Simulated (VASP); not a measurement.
Input of a VASP 6.6.1 run:

The input INCAR:

```
SYSTEM = Hf
PREC = Accurate
ENCUT = 400
EDIFF = 1E-6
ISMEAR = 1
SIGMA = 0.1
LREAL = .False.
LASPH = .True.
NELM = 120
ALGO = Normal
ISIF = 2
LWAVE = .False.
LCHARG = .False.
LDIPOL = .True.
IDIPOL = 3
DIPOL = 0.5 0.5 0.433
GGA = PE
IVDW = 12
NBANDS = 22
GGA_COMPAT = .False.
NELMDL = -8
```

Contents of KPOINTS:

```
Automatic mesh
0
Gamma
  12 12 1
  0 0 0
```

The input POSCAR:

```
Hf
1.0
    3.0912339468      0.0000000000      0.0000000000
   -1.5456169734      2.6770871269      0.0000000000
    0.0000000000      0.0000000000     21.9069152479
Hf
3
Direct
    0.6666666667      0.3333333333      0.3195338057
    0.3333333333      0.6666666667      0.4303902421
    0.6666666667      0.3333333333      0.5489083718
```

Potentials or basis: VASP PAW PBE potentials, release 64 (Hf_pv).

Launch:

```console
$ cat potpaw_PBE.64/Hf_pv/POTCAR > POTCAR
$ mpirun -np 1 vasp_std > vasp.out
```

(1) Predict the largest force.

(2) What does it give for the dispersion energy per atom?

(3) Estimate the band gap on the k mesh.

## Answers

(1) 0.458 eV/Å.

(2) -0.313 eV.

(3) zero (bands 15 and 16 overlap by 0.87 eV).

Caveat: spin-orbit coupling is left out, which moves the levels of the heavy elements.
